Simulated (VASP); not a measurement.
# Ag in VASP: further runs

Ag is run at these levels: PBEsol+D3(BJ), PBE; tasks: single point.

Everything below comes from runs of VASP 6.6.1. Logs are shortened: lines on timing, memory, paths and dates and some standing lists are left out, and cuts for length are marked.

## 1. The cell of the first run

It takes space group P6_3/mmc (No. 194, hexagonal). Conventional cell: a = 3.105 Å, b = 3.105 Å, c = 4.996 Å, α = 90.00°, β = 90.00°, γ = 120.00°. Ag (site symmetry -6m2) has 12 Ag at 3.07 to 3.11 Å within 4.0 Å.

## 2. Single point, PBEsol+D3(BJ)

INCAR reads:

```
SYSTEM = Ag
PREC = Accurate
ENCUT = 500
EDIFF = 1E-6
ISMEAR = 0
SIGMA = 0.1
LREAL = .False.
LASPH = .True.
NELM = 120
ALGO = Normal
ISIF = 2
LWAVE = .False.
LCHARG = .False.
GGA = PS
IVDW = 12
NELECT = 21.75
NBANDS = 18
GGA_COMPAT = .False.
```

KPOINTS reads:

```
regular mesh
0
Gamma
  1 1 3
  0 0 0
```

POSCAR reads:

```
Ag
1.0
    3.1054062237      0.0000000000      0.0000000000
   -1.5527031118      2.6893606788      0.0000000000
    0.0000000000      0.0000000000      4.9962612118
Ag
2
Direct
    0.3333333333      0.6666666667      0.2500000000
    0.6666666667      0.3333333333      0.7500000000
```

Potentials or basis: VASP PAW PBE potentials, release 64 (Ag).

On the command line:

```sh
$ cat potpaw_PBE.64/Ag/POTCAR > POTCAR
$ mpirun -np 1 vasp_std > vasp.out
```

OUTCAR:

```text
SYSTEM = Ag
   PREC = Accurate
   ENCUT = 500
   EDIFF = 1E-6
   ISMEAR = 0
   LREAL = .False.
   LASPH = .True.
   NELM = 120
   ISIF = 2
   GGA = PS
   IVDW = 12
   NELECT = 21.75
 IVDW          = 12

 ion  position               nearest neighbor table
   1  0.333  0.667  0.250-   2 3.07   2 3.07   2 3.07   2 3.07   2 3.07   2 3.07
   2  0.667  0.333  0.750-   1 3.07   1 3.07   1 3.07   1 3.07   1 3.07   1 3.07

  LATTYP: Found a hexagonal cell.
 ALAT       =     3.1054062237
 C/A-ratio  =     1.6088913501

  Lattice vectors:

 A1 = (   3.1054062237,   0.0000000000,   0.0000000000)
 A2 = (  -1.5527031118,   2.6893606788,   0.0000000000)
 A3 = (   0.0000000000,   0.0000000000,   4.9962612118)

Analysis of symmetry for initial positions (statically):
=====================================================================
 Subroutine PRICEL returns:
 Original cell was already a primitive cell.

 Routine SETGRP: Setting up the symmetry group for a
 hexagonal supercell.

 Subroutine GETGRP returns: Found 24 space group operations
 (whereof 12 operations were pure point group operations)
 out of a pool of 24 trial point group operations.

The static configuration has the point symmetry D_3d.
 The point group associated with its full space group is D_6h.

Analysis of symmetry for dynamics (positions and initial velocities):
=====================================================================
 Subroutine PRICEL returns:
 Original cell was already a primitive cell.

 Routine SETGRP: Setting up the symmetry group for a
 hexagonal supercell.

 Subroutine GETGRP returns: Found 24 space group operations
 (whereof 12 operations were pure point group operations)
 out of a pool of 24 trial point group operations.

The dynamic configuration has the point symmetry D_3d.
 The point group associated with its full space group is D_6h.

 Subroutine INISYM returns: Found 24 space group operations
 (whereof 12 operations are pure point group operations),
 and found     1 'primitive' translations

----------------------------------------------------------------------------------------

                                     Primitive cell

  volume of cell :      41.7266

  direct lattice vectors                    reciprocal lattice vectors
     3.105406224  0.000000000  0.000000000     0.322019062  0.185917792  0.000000000
    -1.552703112  2.689360679  0.000000000     0.000000000  0.371835585  0.000000000
     0.000000000  0.000000000  4.996261212     0.000000000  0.000000000  0.200149663

  length of vectors
     3.105406224  3.105406224  4.996261212     0.371835585  0.371835585  0.200149663

  position of ions in fractional coordinates (direct lattice)
     0.333333333  0.666666667  0.250000000
     0.666666667  0.333333333  0.750000000

  ion indices of the primitive-cell ions
   primitive index   ion index
                 1           1
                 2           2

----------------------------------------------------------------------------------------

 KPOINTS: regular mesh

Automatic generation of k-mesh.
 Grid dimensions read from file:
 generate k-points for:    1    1    3

 Generating k-lattice:

  Cartesian coordinates                     Fractional coordinates (reciprocal lattice)
     0.322019062  0.185917792  0.000000000     1.000000000 -0.000000000  0.000000000
     0.000000000  0.371835585  0.000000000     0.000000000  1.000000000  0.000000000
     0.000000000  0.000000000  0.066716554     0.000000000  0.000000000  0.333333333

  Length of vectors
     0.371835585  0.371835585  0.066716554

  Shift w.r.t. Gamma in fractional coordinates (k-lattice)
     0.000000000  0.000000000  0.000000000

 Subroutine IBZKPT returns following result:
 ===========================================

 Found      2 irreducible k-points:

 Following reciprocal coordinates:
            Coordinates               Weight
  0.000000  0.000000  0.000000      1.000000
  0.000000  0.000000  0.333333      2.000000
   k-points           NKPTS =      2   k-points in BZ     NKDIM =      2   number of bands    NBANDS=     18
   number of dos      NEDOS =    301   number of ions     NIONS =      2
   total plane-waves  NPLWV =  20736
   dimension x,y,z NGX =    24 NGY =   24 NGZ =   36
   dimension x,y,z NGXF=    48 NGYF=   48 NGZF=   72
   ions per type =               2
   NGX,Y,Z   is equivalent  to a cutoff of  12.85, 12.85, 11.98 a.u.
   NGXF,Y,Z  is equivalent  to a cutoff of  25.70, 25.70, 23.96 a.u.
 SYSTEM =  Ag
   PREC   = accura    normal or accurate (medium, high low for compatibility)
   ISTART =      0    job   : 0-new  1-cont  2-samecut
   ICHARG =      2    charge: 1-file 2-atom 10-const
   ISPIN  =      1    spin polarized calculation?
   LNONCOLLINEAR =      F non collinear calculations
   LSORBIT =      F    spin-orbit coupling
   LASPH  =      T    aspherical Exc in radial PAW
   ENCUT  =  500.0 eV  36.75 Ry    6.06 a.u.   5.66  5.66  9.11*2*pi/ulx,y,z
   NELM   =    120;   NELMIN=  2; NELMDL= -5     # of ELM steps
   EDIFF  = 0.1E-05   stopping-criterion for ELM
   LREAL  =      F    real-space projection
   EDIFFG = 0.1E-04   stopping-criterion for IOM
   NSW    =      0    number of steps for IOM
   IBRION =     -1    ionic relax: 0-MD 1-quasi-New 2-CG
   NFREE  =      0    steps in history (QN), initial steepest desc. (CG)
   ISIF   =      2    stress and relaxation
   ISYM   =      2    0-nonsym 1-usesym 2-fastsym
   POTIM  = 0.5000    time-step for ionic-motion
   TEBEG  =    0.0;   TEEND  =   0.0 temperature during run
   PSTRESS=    0.0 pullay stress
   NELECT =      21.7500    total number of electrons
   NUPDOWN=      -1.0000    fix difference up-down
   EMIN   =  10.00;   EMAX   =-10.00  energy-range for DOS
   EFERMI =   0.00;   METHOD = LEGACY
   ISMEAR =     0;   SIGMA  =   0.10  broadening in eV -4-tet -1-fermi 0-gaus
   EFERMI_NEDOS =   21; number of points for ismear=-14 and -15
   IALGO  =     38    algorithm
   IMIX   =      4    mixing-type and parameters
     AMIX     =   0.40;   BMIX     =  1.00
     AMIX_MAG =   1.60;   BMIX_MAG =  1.00
  volume/ion in A,a.u.               =      20.86       140.79
  Fermi-wavevector in a.u.,A,eV,Ry     =   1.317519  2.489751 23.617777  1.735858
  Thomas-Fermi vector in A             =   2.447555
   LORBIT       =      0    0 simple, 1 ext, 2 COOP (PROOUT), +10 PAW based schemes
   GGA     = PS    functional components
   LHFCALC =     F    Hartree Fock is set to
   AEXX    =    0.0000 exact exchange contribution
   IVDW    =    12    specifies the selected vdW correction
   LEPSILON=     F    determine dielectric tensor
   LRPA    =     F    only Hartree local field effects (RPA)
 non-spin polarized calculation
 Gauss-broadening in eV      SIGMA  =   0.10
  energy-cutoff  :      500.00
  volume of cell :       41.73
 maximum number of plane-waves:      1087
 NGX is ok and might be reduce to    24

 number of electron      21.7500006 magnetization

 Free energy of the ion-electron system (eV)
  ---------------------------------------------------
  ext. energy  EPLUGINS =         0.00000000
  ---------------------------------------------------
  free energy    TOTEN  =       -12.96711715 eV

  energy without entropy =      -12.91888528  energy(sigma->0) =      -12.94300121

 E-fermi :   2.8154     XC(G=0): -11.0835

 val. band max:        2.7326785857   @ k =   0.0000   0.0000   0.0000
 cond. band min:       2.9374685595   @ k =   0.0000   0.0000   0.3333
 fundamental gap:      0.2047899739
 Fermi energy:         2.8154286046

 k-point     1 :       0.0000    0.0000    0.0000
  band No.  band energies     occupation
      1      -0.6009      2.00000
      2       0.4698      2.00000
      3       1.4486      2.00000
      4       1.9496      2.00000
      5       1.9496      2.00000
      6       1.9668      2.00000
      7       1.9668      2.00000
      8       2.1234      2.00000
      9       2.1234      2.00000
     10       2.7327      1.75811
     11       2.7327      1.75810
     12       5.8680      0.00000
     13       8.5256      0.00000
     14      20.9976      0.00000
     15      21.4224      0.00000
     16      21.4224      0.00000
     17      22.8087      0.00000
     18      22.8270      0.00000

 k-point     2 :       0.0000    0.0000    0.3333
  band No.  band energies     occupation
      1       0.1702      2.00000
      2       0.6334      2.00000
      3       1.3234      2.00000
      4       1.7680      2.00000
      5       1.7680      2.00000
      6       1.9268      2.00000
      7       1.9268      2.00000
      8       2.3896      2.00000
      9       2.3896      2.00000
     10       2.7020      1.89127
     11       2.7020      1.89127
     12       2.9375      0.08436
     13      12.7856      0.00000
     14      18.8744      0.00000
     15      21.0318      0.00000
     16      21.7298      0.00000
     17      21.8998      0.00000
     18      21.8998      0.00000

------------------------ aborting loop because EDIFF is reached ----------------------------------------

 Edisp (eV)   -0.88520

 E8    (eV) :    -0.5865

  FORCE on cell =-STRESS in cart. coord.  units (eV):
  Direction    XX          YY          ZZ          XY          YZ          ZX
  --------------------------------------------------------------------------------------
  -------------------------------------------------------------------------------------
  Total     -12.49866   -12.49866    -8.08158    -0.00000    -0.00000     0.00000
  in kB    -479.91177  -479.91177  -310.30903    -0.00000    -0.00000     0.00000
  external pressure =     -423.38 kB  Pullay stress =        0.00 kB

 VOLUME and BASIS-vectors are now :
 -----------------------------------------------------------------------------
  energy-cutoff  :      500.00
  volume of cell :       41.73
      direct lattice vectors                 reciprocal lattice vectors
     3.105406224  0.000000000  0.000000000     0.322019062  0.185917792  0.000000000
    -1.552703112  2.689360679  0.000000000     0.000000000  0.371835585  0.000000000
     0.000000000  0.000000000  4.996261212     0.000000000  0.000000000  0.200149663

 POSITION                                       TOTAL-FORCE (eV/Angst)
 -----------------------------------------------------------------------------------
     -0.00000      1.79291      1.24907         0.000000     -0.000000      0.000000
      1.55270      0.89645      3.74720        -0.000000      0.000000      0.000000
 -----------------------------------------------------------------------------------
    total drift:                               -0.000000      0.000000     -0.000000

  FREE ENERGIE OF THE ION-ELECTRON SYSTEM (eV)
  ---------------------------------------------------
  free  energy   TOTEN  =       -13.8523164534 eV

  energy  without entropy=      -13.8040845899  energy(sigma->0) =      -13.82820052
```

It used 3.4 s of CPU time on 1 thread of AMD EPYC 7R13 Processor (Zen 3) (shared host).

The run converged, but its numbers aren't listed here, since they failed a check.

Caveat: the k points lie up to 2.34 Å⁻¹ apart; the cell carries a net charge on a neutralising background, which shifts energy and pressure; the cell is charged against a uniform background, so pressure and absolute levels hang on convention; the mesh shows a gap though the element is a metal; the PAW data sets were made with another functional, which shifts forces and pressure a little.

## 3. Single point, PBE

This run uses another cell than the first one, of 17.39 Å³/atom, 0.833 times its volume.

INCAR reads:

```
ALGO = Normal
EDIFF = 1E-6
ENCUT = 500
GGA = PE
GGA_COMPAT = False
ISIF = 2
ISMEAR = -1
LASPH = True
LCHARG = False
LREAL = False
LWAVE = False
NBANDS = 18
NELM = 120
PREC = Accurate
SIGMA = 0.1
```

KPOINTS reads:

```
k-points
0
Gamma
  3 3 1
```

POSCAR reads:

```
Ag
1.0
    2.9222991408      0.0000000000      0.0000000000
   -1.4611495704      2.5307852934      0.0000000000
    0.0000000000      0.0000000000      4.7016618100
Ag
2
Direct
    0.3333333333      0.6666666667      0.2606345377
    0.6666666667      0.3333333333      0.7500000000
```

Potentials or basis: VASP PAW PBE potentials, release 64 (Ag).

On the command line:

```sh
$ cat potpaw_PBE.64/Ag/POTCAR > POTCAR
$ mpirun -np 1 vasp_std > vasp.out
```

Wall time 5.2 s (1 thread of AMD EPYC 7R13 (Zen 3), shared host); peak memory 0.11 GiB.

The run converged. Its results:

```yaml
Free_energy: -5.5663 eV
Pressure: 1.4 GPa
Largest_force: 0.343 eV/Å
Band_gap_on_the_k_mesh: zero (band 11 reaches 11.14 eV, above the bottom of band 12 at 7.91 eV)
```

Forces on the atoms (eV/Å):
```
Ag   0.000  0.000 -0.343
Ag   0.000  0.000  0.343
```

Stress tensor (GPa, compression positive):
```
 3.24  0.00  0.00
 0.00  3.24  0.00
 0.00  0.00 -2.20
```

Levels at points of the mesh, in eV from the Fermi level:
| k point | band 7 | band 8 | band 9 | band 10 | band 11 | band 12 | band 13 | band 14 | band 15 | band 16 |
| --- | --- | --- | --- | --- | --- | --- | --- | --- | --- | --- |
| (0.00, 0.00, 0.00) | -7.23 | -6.97 | -6.97 | -5.94 | -5.94 | -3.09 | 0.84 | 12.68 | 14.92 | 14.95 |

Caveat: the k points lie up to 1.34 Å⁻¹ apart.

## 4. Single point, PBE

This run uses another cell than the first one, of 17.39 Å³/atom, 0.833 times its volume.

INCAR reads:

```
PREC = Accurate ; ENCUT = 500
EDIFF = 1E-6 ; ISMEAR = 0
SIGMA = 0.1 ; LREAL = F
LASPH = T ; NELM = 120
ALGO = Normal ; ISIF = 2
LWAVE = F ; LCHARG = F
GGA = PE ; ISYM = 0
NBANDS = 18 ; GGA_COMPAT = F
```

KPOINTS reads:

```
Automatic mesh
0
Gamma
  1 6 1
```

POSCAR, as its differences from that of step 3:

```diff
@@ -8,3 +8,3 @@
 Direct
-    0.3333333333      0.6666666667      0.2606345377
+    0.3333333333      0.6666666667      0.2500000000
     0.6666666667      0.3333333333      0.7500000000
```

On the command line:

```sh
$ cat potpaw_PBE.64/Ag/POTCAR > POTCAR
$ mpirun -np 1 vasp_std > vasp.out
```

It used 3.2 s of CPU time on 1 thread of AMD EPYC 7R13 Processor (Zen 3), with other jobs on the host.

It converged, with:

- Free energy: -8.7391 eV
- Pressure: -11.6 GPa
- Largest force: 0.985 eV/Å
- Band gap on the k mesh: zero (band 11 reaches 8.16 eV, above the bottom of band 12 at 7.87 eV)

Forces in eV/Å, atoms in the order of the input:
```
Ag   0.000  0.985  0.000
Ag   0.000 -0.985  0.000
```

Stress tensor (GPa, compression positive):
```
-29.07   0.00   0.00
  0.00  -2.14   0.00
  0.00   0.00  -3.57
```

Levels at points of the mesh, in eV from the Fermi level:
| k point | band 9 | band 10 | band 11 | band 12 | band 13 | band 14 |
| --- | --- | --- | --- | --- | --- | --- |
| (0.00, 0.00, 0.00) | -3.89 | -3.10 | -2.84 | -0.14 | 3.82 | 15.74 |
| (0.00, 0.50, 0.00) | -2.63 | -2.60 | 0.14 | 1.54 | 7.10 | 7.26 |

Caveat: the k points lie up to 2.48 Å⁻¹ apart.

## 5. Single point, PBE

This run uses another cell than the first one, of 17.39 Å³/atom, 0.833 times its volume.

INCAR reads:

```
SYSTEM = Ag
  PREC = Accurate
  ENCUT = 500
  EDIFF = 1E-6
  ISMEAR = 1
  SIGMA = 0.1
  LREAL = .FALSE.
  LASPH = .TRUE.
  NELM = 120
  ALGO = Normal
  ISIF = 2
  LWAVE = .FALSE.
  LCHARG = .FALSE.
  GGA = PE
  NBANDS = 18
  GGA_COMPAT = .FALSE.
```

KPOINTS reads:

```
regular mesh
0
G
  3 3 2
  0 0 0
```

POSCAR is that of step 4.

On the command line:

```sh
$ cat potpaw_PBE.64/Ag/POTCAR > POTCAR
$ mpirun -np 1 vasp_std > vasp.out
```

It used 3.9 s of CPU time on 1 thread of AMD EPYC 7R13 Processor (Zen 3), with other jobs on the host.

The run converged. Its results:

```yaml
Free_energy: -5.6175 eV
Pressure: 1.8 GPa
Band_gap_on_the_k_mesh: zero (band 11 reaches 12.13 eV, above the bottom of band 12 at 4.75 eV)
```

Stress tensor (GPa, compression positive):
```
1.33 0.00 0.00
0.00 1.33 0.00
0.00 0.00 2.66
```

Levels at points of the mesh, in eV from the Fermi level:
```
           k point  band 8  band 9  band 10  band 11  band 12  band 13  band 14  band 15
(0.00, 0.00, 0.00)   -2.81   -2.81    -1.77    -1.77     1.10     5.02    16.84    19.10
(0.00, 0.00, 0.50)   -3.12   -2.07    -2.07    -2.07    -2.07    12.67    12.67    17.19
```

Caveat: the k points lie up to 0.83 Å⁻¹ apart.

## 6. The runs side by side

```tsv
k mesh	smearing	gap on the mesh (eV)	pressure (GPa)	largest force (eV/Å)
3 × 3 × 1	fermi-dirac 0.1 eV	none	1.4	0.34
1 × 6 × 1	gaussian 0.1 eV	none	-11.6	0.99
3 × 3 × 2	methfessel-paxton 0.1 eV	none	1.8	-
```

Some of these runs hold the atoms at other places in the same cell, which the table doesn't show; runs alike in all that it shows share one row.

Alike in all rows: task single point; level PBE; potentials or basis VASP PAW PBE potentials, release 64 (Ag); no spin polarisation; cell as given; cutoff (eV) 500.

Caveats: all runs use coarse meshes.

Absolute energies hang on the potentials; compare differences alone.
